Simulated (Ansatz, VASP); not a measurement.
# Bi2Te2O in VASP and in Ansatz

```
CELL_PARAMETERS angstrom
2.10645 1.21616 9.02581
-2.10645 1.21616 9.02581
0.00000 -2.43232 9.02581
ATOMIC_POSITIONS crystal
Bi 0.61749 0.61749 0.61749
Bi 0.38251 0.38251 0.38251
Te 0.78255 0.78255 0.78255
Te 0.21745 0.21745 0.21745
O 0.00000 0.00000 0.00000
```

Alike in both runs: functional PBE; k mesh 3 × 3 × 3; occupations gaussian, width 0.15 eV; no spin polarisation.

Ansatz relaxed the structure, and its values are those at the end. VASP's run is a single point on that final structure, the one shown.

|  | VASP | Ansatz |
| --- | --- | --- |
| version | VASP 6.6.1 | Ansatz 0.2.0 |
| potentials or method | VASP PAW PBE potentials, release 64 (Bi_d, Te, O), cutoff 520 eV | scalar-relativistic, plane waves, PAW |
| valence electrons in the cell | 48 | 68 |

VASP gave:

- gap on the k mesh at the Fermi level (eV): 0.14
- least direct gap on the mesh (eV): 0.14
- pressure (GPa): 0.0
- rms of the force components (eV/Å): 0.022

Q: Which values does Ansatz return?

A: gap on the k mesh at the Fermi level (eV): 0.12; least direct gap on the mesh (eV): 0.12; pressure (GPa): 0.0; rms of the force components (eV/Å): 0.018.

The functional is the same, so the differences come from potentials, cutoffs and numerics. VASP's potentials hold 48 valence electrons a cell and Ansatz's 68, so a difference there can come from the potentials and not from the codes.

The k mesh is coarse, so the values compare programs but aren't converged. Neither program's run includes spin-orbit coupling.
